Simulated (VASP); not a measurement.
Cs: relaxation of shape and atoms at fixed volume with LDA

Cs:

```
CELL_PARAMETERS angstrom
4.34583 0.00000 0.00000
-2.17291 3.76360 0.00000
0.00000 0.00000 7.04024
ATOMIC_POSITIONS crystal
Cs 0.33333 0.66667 0.25000
Cs 0.66667 0.33333 0.75000
```

| Item | Value |
| --- | --- |
| Program | VASP 6.6.1 |
| Task | relaxation of shape and atoms at fixed volume |
| Functional | LDA |
| Potentials or basis | VASP PAW LDA potentials, release 64 (Cs_sv) |
| Cutoff | 600 eV |
| k mesh | 9 × 9 × 5 |
| Occupations | fermi-dirac, width 0.1 eV |
| Spin | no spin polarisation |
| Dipole correction | no |
| Further INCAR settings | ALGO = Normal; EDIFF = 1e-07; IBRION = 2; EDIFFG = -0.005; NSW = 50; ISIF = 4 |

- Energy gained by relaxing: 0.2 meV/atom
- Ionic steps: 5
- Pressure after relaxing: 2.3 GPa
- Band gap on the k mesh: zero (band 9 reaches 3.39 eV, above the bottom of band 10 at 1.95 eV)

Step by step:
| step | energy change (eV) | largest force (eV/Å) | pressure (GPa) | volume (Å³) |
| --- | --- | --- | --- | --- |
| 1 | 0.0000 | 0.0000 | 2.30 | 115.15 |
| 2 | -0.0001 | 0.0000 | 2.30 | 115.15 |
| 3 | -0.0003 | 0.0000 | 2.30 | 115.15 |
| 4 | -0.0003 | 0.0000 | 2.30 | 115.15 |
| 5 | -0.0003 | 0.0000 | 2.30 | 115.15 |

Final structure:
```xyz
2
Lattice="4.3285 0.0000 0.0000 -2.1642 3.7486 0.0000 0.0000 0.0000 7.0969" Properties=species:S:1:pos:R:3 pbc="T T T"
Cs    0.0000    2.4990    1.7742
Cs    2.1642    1.2495    5.3226
```

Levels at points of the mesh, in eV from the Fermi level:
| k point | band 7 | band 8 | band 9 | band 10 | band 11 | band 12 |
| --- | --- | --- | --- | --- | --- | --- |
| (0.00, 0.00, 0.00) | -10.00 | -10.00 | -2.18 | -0.41 | 2.36 | 2.65 |

It took 3.8 min on 1 thread of Intel(R) Xeon(R) Platinum 8175M CPU @ 2.50GHz (Skylake/Cascade Lake) (shared host), peak memory 0.23 GiB.

Caveat: spin-orbit coupling is left out, which moves the levels of the heavy elements.
